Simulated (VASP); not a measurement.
Runs of VASP 6.6.1 on N. Symmetry: Fm-3m, No. 225, cubic system. The conventional cell has a = 3.108 Å, b = 3.108 Å, c = 3.108 Å, α = 90.00°, β = 90.00°, γ = 90.00°. N (site symmetry m-3m) has 12 N at 2.20 Å within 2.9 Å. 

| k mesh | gap on the mesh (eV) | pressure (GPa) |
| --- | --- | --- |
| 8 × 8 × 8 | none | -8.3 |
| 11 × 11 × 11 | none | -8.6 |
| 4 × 4 × 4 | none | (a) |
| 7 × 7 × 7 | none | -6.1 |
| 6 × 6 × 6 | none | (b) |

Alike in all rows: task single point; level PBEsol; potentials or basis VASP PAW PBE potentials, release 64 (N); no spin polarisation; cell as given; cutoff (eV) 600; smearing gaussian 0.1 eV.

Question: Fill in the values left out.

Answer: (a) -12.0; (b) -8.0.

Caveats: some runs use coarse meshes; the PAW data sets were made with another functional, which shifts forces and pressure a little.

A gap of «none» marks levels without a gap at the run's occupations.
